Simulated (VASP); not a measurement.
A run of VASP 6.6.1:

Contents of INCAR:

```
SYSTEM = Ca
PREC = Accurate ; ENCUT = 600
EDIFF = 1E-6 ; ISMEAR = -1
SIGMA = 0.08 ; LREAL = .False.
LASPH = .True. ; NELM = 100
ALGO = Normal ; ISIF = 4
LWAVE = .False. ; LCHARG = .False.
GGA = PS ; IBRION = 2
NSW = 50 ; EDIFFG = -0.005
```

File KPOINTS:

```
Automatic mesh
0
Gamma
  11 11 6
  0 0 0
```

POSCAR

```
Ca
1.0
    2.9074846173      0.0000000000      0.0000000000
   -1.4537423086      2.5179555397      0.0000000000
    0.0000000000      0.0000000000      4.7921433110
Ca
2
Direct
    0.3333333333      0.6666666667      0.2500000000
    0.6666666667      0.3333333333      0.7500000000
```

Potentials or basis: VASP PAW PBE potentials, release 64 (Ca_sv).

The run is started by

```bash
$ cat potpaw_PBE.64/Ca_sv/POTCAR > POTCAR
$ mpirun -np 1 vasp_std > vasp.out
```

Hardware: 1 thread of AMD EPYC 9R45 96-Core Processor (Zen 5), with other jobs on the host.

Estimate the wall time of this run.

Run time: 37 s on 1 thread of AMD EPYC 9R45 96-Core Processor (Zen 5), on a shared host, peak memory 0.15 GiB. Counts: scf iterations 22, k points 64, ion steps 3.
